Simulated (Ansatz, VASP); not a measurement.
# SiO2: VASP beside Ansatz

```xyz
6
Lattice="-2.4053 2.4053 3.7933 2.4053 -2.4053 3.7933 2.4053 2.4053 -3.7933" Properties=species:S:1:pos:R:3 pbc="T T T"
Si    0.0000    0.0000    0.0000
Si    0.0000    2.4053    1.8966
O     1.2026    2.9988    2.8450
O     0.5935    1.2026    0.9483
O    -1.2026    1.8118    2.8450
O    -0.5935    3.6079    0.9483
```

Change from the starting cell: volume scaled by 1.04, crystal datasets.

Alike in both runs: task electric field gradients; functional PBE; k mesh 7 × 7 × 7; occupations fermi-dirac, width 0.03 eV; no spin polarisation.

|  | VASP | Ansatz |
| --- | --- | --- |
| version | VASP 6.6.1 | Ansatz 0.2.0 |
| potentials or method | VASP PAW PBE potentials, release 64 (Si, O), cutoff 520 eV | all-electron PAW with datasets made for the crystal, scalar-relativistic |

```csv
,VASP,Ansatz,Ansatz less VASP
gap on the k mesh at the Fermi level (eV),5.76,5.77,+0.011
pressure (GPa),-2.7,-2.8,-0.13
"traceless stress, the component that is largest in VASP (GPa)",-1.38,-1.44,-0.055
rms of the force components (eV/Å),0.163,0.163,0.0000
size of Vzz on the site where it differs most (V/Å²),91.8,92.7,+0.95
```

Atom by atom the forces differ by 0.000 eV/Å (rms over components). Ansatz ran all-electron here, and VASP with PAW potentials.
